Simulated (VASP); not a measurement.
A run of VASP 6.6.1 is set up as follows.

Contents of INCAR:

```
PREC     = Accurate       # precision mode
ENCUT    = 600            # plane-wave cutoff, eV
EDIFF    = 1E-6           # SCF threshold, eV
ISMEAR   = -1             # smearing method
SIGMA    = 0.05           # smearing width, eV
LREAL    = False          # projectors in reciprocal space
LASPH    = True           # aspherical terms in the spheres
NELM     = 60             # most SCF steps
ALGO     = Normal         # electronic algorithm
ISIF     = 3              # what is computed and relaxed
LWAVE    = False          # write WAVECAR
LCHARG   = False          # write CHGCAR
GGA      = PE             # functional
IBRION   = 2              # ionic algorithm
NSW      = 60             # ionic steps
EDIFFG   = -0.01          # ionic threshold
PSTRESS  = 20.0
```

The input KPOINTS:

```
Automatic mesh
0
Gamma
  5 5 5
```

POSCAR

```
Ca3Lu
1.0
    5.3617750000      0.0000000000      0.0000000000
    0.0000000000      5.3617750000      0.0000000000
    0.0000000000      0.0000000000      5.3617750000
Lu Ca
1 3
Direct
    0.5000000000      0.5000000000      0.5000000000
    0.0000000000      0.0000000000      0.5000000000
    0.0000000000      0.5000000000      0.0000000000
    0.5000000000      0.0000000000      0.0000000000
```

Potentials or basis: VASP PAW PBE potentials, release 64 (Lu, Ca_sv).

The run is started by

```sh
$ cat potpaw_PBE.64/Lu/POTCAR potpaw_PBE.64/Ca_sv/POTCAR > POTCAR
$ mpirun -np 1 vasp_std > vasp.out
```

**Question.** What does it give for the relaxed cell?

**Answer.** a = 5.223 Å, b = 5.223 Å, c = 5.223 Å, α = 90.00°, β = 90.00°, γ = 90.00°.

**Question.** What does it give for the space group after relaxing (to 0.1 Å)?

**Answer.** Pm-3m (No. 221).

**Question.** Predict the band gap on the k mesh.

**Answer.** Zero (an odd number of electrons rules out a gap without spin polarisation).

**Question.** Predict the relaxed volume.

**Answer.** 35.63 Å³/atom.

Final structure:
```xyz
4
Lattice="5.2233 0.0000 0.0000 0.0000 5.2233 0.0000 0.0000 0.0000 5.2233" Properties=species:S:1:pos:R:3 pbc="T T T"
Lu    2.6117    2.6117    2.6117
Ca    0.0000    0.0000    2.6117
Ca    0.0000    2.6117    0.0000
Ca    2.6117    0.0000    0.0000
```

Caveat: the cell is relaxed towards a set pressure, so the run minimises the enthalpy, not the energy; spin-orbit coupling is left out, which moves the levels of the heavy elements.
